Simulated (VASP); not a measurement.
Runs of VASP 6.6.1 on MgO. The structure is that of space group Pm-3m (No. 221), or close to it. The cells are those of the table. 

```csv
task,cell,k mesh,cutoff (eV),smearing,gap on the mesh (eV),pressure (GPa)
single point,"a = 2.549 Å, 2 atoms",10 × 10 × 10,520,gaussian 0.02 eV,(a),22.2
relaxation of cell and atoms,"relaxed from a = 2.584 Å, 2 atoms",8 × 8 × 8,600,gaussian 0.1 eV,2.30,0.0
single point,"a = 2.578 Å, 2 atoms",10 × 10 × 10,520,gaussian 0.02 eV,(c),15.1
single point,"a = 2.584 Å, 2 atoms",8 × 8 × 8,520,gaussian 0.1 eV,3.06,(d)
single point,"a = 2.659 Å, 2 atoms",8 × 8 × 8,520,gaussian 0.1 eV,2.25,(b)
single point,"a = 2.746 Å, 2 atoms",10 × 10 × 10,520,gaussian 0.02 eV,1.48,-11.5
single point,"a = 2.712 Å, 2 atoms",10 × 10 × 10,520,gaussian 0.02 eV,1.76,-7.8
single point,"a = 2.606 Å, 2 atoms",10 × 10 × 10,520,gaussian 0.02 eV,2.81,9.0
```

Alike in all rows: level PBE; potentials or basis VASP PAW PBE potentials, release 64 (Mg, O); no spin polarisation.

Task: Fill in the values left out.

Result: (a) 3.48; (b) -0.6; (c) 3.13; (d) 13.6.

A k mesh can miss the band edges.
